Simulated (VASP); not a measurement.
Set up this calculation in VASP 6.6.1, as the native input.

- Task: single point
- Functional: PBE
- Potentials or basis: VASP PAW PBE potentials, release 64 (Mg, Se)
- Cutoff: 600 eV
- k mesh: 6 × 6 × 6
- Occupations: gaussian, width 0.01 eV
- Spin: no spin polarisation
- Dipole correction: no
- Further INCAR settings: ALGO = Normal; EDIFF = 1e-06; NBANDS = 11

The structure of MgSe lies in POSCAR:

```
MgSe
1.0
    0.0000000000      2.7255000000      2.7255000000
    2.7255000000      0.0000000000      2.7255000000
    2.7255000000      2.7255000000      0.0000000000
Mg Se
1 1
Direct
    0.0000000000      0.0000000000      0.0000000000
    0.5000000000      0.5000000000      0.5000000000
```

The input as run:

INCAR

```
SYSTEM = MgSe
PREC = Accurate
ENCUT = 600
EDIFF = 1E-6
ISMEAR = 0
SIGMA = 0.01
LREAL = .False.
LASPH = .True.
NELM = 120
ALGO = Normal
ISIF = 2
LWAVE = .False.
LCHARG = .True.
GGA = PE
LELF = .True.
LVHAR = .True.
NBANDS = 11
GGA_COMPAT = .False.
```

KPOINTS

```
Automatic mesh
0
Gamma
  6 6 6
  0 0 0
```

Potentials or basis: VASP PAW PBE potentials, release 64 (Mg, Se).

The run is started by

```sh
$ cat potpaw_PBE.64/Mg/POTCAR potpaw_PBE.64/Se/POTCAR > POTCAR
$ mpirun -np 1 vasp_std > vasp.out
```

It gave:

* Pressure: 1.9 GPa
* Band gap on the k mesh: 1.80 eV, indirect (least direct gap 2.60 eV)

Wall time 7.4 s on 1 thread of Intel(R) Xeon(R) Platinum 8559C (Emerald Rapids), with other jobs on the host, peak memory 0.17 GiB.
